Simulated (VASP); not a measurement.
A run of VASP 6.6.1 is set up as follows.

File INCAR:

```
SYSTEM = MgZn2TeS2
PREC = Accurate ; ENCUT = 520
EDIFF = 1E-6 ; ISMEAR = 0
SIGMA = 0.1 ; LREAL = .FALSE.
LASPH = .TRUE. ; NELM = 100
ALGO = Normal ; ISIF = 2
LWAVE = .FALSE. ; LCHARG = .TRUE.
GGA = PE ; LELF = .TRUE.
LVHAR = .TRUE. ; NBANDS = 31
```

The input KPOINTS:

```
Automatic mesh
0
G
  4 4 2
  0 0 0
```

The input POSCAR:

```
MgZn2TeS2
1.0
    4.0254184100      0.0000000000      0.0000000000
    0.0000000000      4.0254184100      0.0000000000
    0.0000000000      0.0000000000      7.8773665000
Mg Zn Te S
1 2 1 2
Direct
    0.0000000000      0.0000000000      0.5000000000
    0.0000000000      0.5000000000      0.5000000000
    0.5000000000      0.0000000000      0.5000000000
    0.0000000000      0.0000000000      0.0000000000
    0.5000000000      0.5000000000      0.7212759900
    0.5000000000      0.5000000000      0.2787240100
```

Potentials or basis: VASP PAW PBE potentials, release 64 (Mg, Zn, Te, S).

The run is started by

```console
$ cat potpaw_PBE.64/Mg/POTCAR potpaw_PBE.64/Zn/POTCAR potpaw_PBE.64/Te/POTCAR potpaw_PBE.64/S/POTCAR > POTCAR
$ mpirun -np 1 vasp_std > vasp.out
```

(1) Estimate the pressure.

(2) Predict the band gap on the k mesh.

(3) What does it give for the largest force?

Results:

(1) 15.3 GPa.

(2) zero (bands 22 and 23 overlap by 1.83 eV).

(3) 0.205 eV/Å.

Caveat: the k points lie up to 0.40 Å⁻¹ apart, too coarse for converged energies and pressures of a metal; spin-orbit coupling is left out, which moves the levels of the heavy elements.
